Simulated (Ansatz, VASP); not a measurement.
# Eu: VASP beside Ansatz

INCAR

```
SYSTEM = Eu
  PREC = Accurate
  ENCUT = 520
  EDIFF = 1E-6
  ISMEAR = -1
  SIGMA = 0.05
  LREAL = .False.
  LASPH = .True.
  NELM = 150
  ALGO = Normal
  ISIF = 2
  LWAVE = .False.
  LCHARG = .False.
  ISPIN = 2
  MAGMOM = 7
  LORBIT = 11
  LMAXMIX = 6
  GGA = PS
  NBANDS = 18
```

The input KPOINTS:

```
Automatic mesh
0
Gamma
  6 6 6
  0 0 0
```

The input POSCAR:

```
Eu
1.0
   -2.3030000000      2.3030000000      2.3030000000
    2.3030000000     -2.3030000000      2.3030000000
    2.3030000000      2.3030000000     -2.3030000000
Eu
1
Direct
    0.0000000000      0.0000000000      0.0000000000
```

The input input.yaml:

```yaml
crystal:
  lattice:
    - [-2.303, 2.303, 2.303]
    - [2.303, -2.303, 2.303]
    - [2.303, 2.303, -2.303]
  atoms:
    - { symbol: Eu, position: [0.0, 0.0, 0.0], spin: 7.0 }
kpoints:
  mp_grid: { grid: [6, 6, 6] }
  band_path:
    path:
      - [0.0, 0.0, 0.0]
      - [0.5, -0.5, 0.5]
      - [0.0, 0.0, 0.5]
      - [0.0, 0.0, 0.0]
      - [0.25, 0.25, 0.25]
      - [0.5, -0.5, 0.5]
    npoints: 8
scf:
  occupations: { method: fermi_dirac, width: 0.05 }
hamiltonian:
  xc: pbesol
  pseudopotentials: { kind: all_electron, lapw: { basis_error: 0.001 } }
magnetization:
  spin_polarized: true
output:
  forces: true
  stress: true
  eigenvalues: true
```

Alike in both runs: functional PBEsol; k mesh 6 × 6 × 6; occupations fermi-dirac, width 0.05 eV; collinear spin.

|  | VASP | Ansatz |
| --- | --- | --- |
| version | VASP 6.6.1 | Ansatz 0.2.0 |
| potentials or method | VASP PAW PBE potentials, release 64 (Eu), cutoff 520 eV | all-electron LAPW, scalar-relativistic |
| task | single point | band structure |

|  | VASP | Ansatz | Ansatz less VASP |
| --- | --- | --- | --- |
| gap on the k mesh at the Fermi level (eV) | none | none | - |
| pressure (GPa) | -2.8 | -2.6 | +0.28 |
| net moment per atom (μB) | 7.48 | 7.48 | -0.002 |
| size of the moment on the site where the two differ most (μB) | 6.74 | 7.27 | +0.530 |

VASP's potentials were made for PBE, not for PBEsol. Site moments also hang on the region over which each program counts them. A gap of «none» marks a metal or a gap that the smearing closes. Ansatz ran all-electron here, and VASP with PAW potentials.

Spin-orbit coupling is off throughout. Noted on Ansatz's run: the k mesh is thin for a metal, which can move the energy by tens of meV per atom; the open f shell may have settled in a state that isn't the lowest.
